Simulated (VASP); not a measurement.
Set up this calculation in VASP 6.6.1, as the native input.

| Quantity | Value |
| --- | --- |
| Task | single point |
| Functional | PBEsol |
| Potentials or basis | VASP PAW PBE potentials, release 64 (In_d) |
| Cutoff | 520 eV |
| k mesh | 16 × 16 × 16 |
| Occupations | fermi-dirac, width 0.1 eV |
| Spin | no spin polarisation |
| Dipole correction | no |
| Further INCAR settings | ALGO = Normal; EDIFF = 1e-06; NBANDS = 12 |

The structure of In lies in POSCAR:

```
In
1.0
   -1.6132826765      1.6132826765      1.6132826765
    1.6132826765     -1.6132826765      1.6132826765
    1.6132826765      1.6132826765     -1.6132826765
In
1
Direct
    0.0000000000      0.0000000000      0.0000000000
```

This cell differs from its parent crystal: volume scaled by 0.65.

These files were run (other wordings do the same):

INCAR

```
ALGO = Normal
EDIFF = 1E-6
ENCUT = 520
GGA = PS
ISIF = 2
ISMEAR = -1
LASPH = T
LCHARG = F
LREAL = F
LWAVE = F
NBANDS = 12
NELM = 60
PREC = Accurate
SIGMA = 0.1
```

KPOINTS

```
k-points
0
Gamma
  16 16 16
```

Potentials or basis: VASP PAW PBE potentials, release 64 (In_d).

Run with:

```bash
$ cat potpaw_PBE.64/In_d/POTCAR > POTCAR
$ mpirun -np 1 vasp_std > vasp.out
```

It gave:

* Pressure: 56.9 GPa

Caveat: the PAW data sets were made with another functional, which shifts forces and pressure a little.

It took 19 s on 1 thread of Intel(R) Xeon(R) Platinum 8259CL CPU @ 2.50GHz (Skylake/Cascade Lake), with other jobs on the host, peak memory 0.16 GiB.
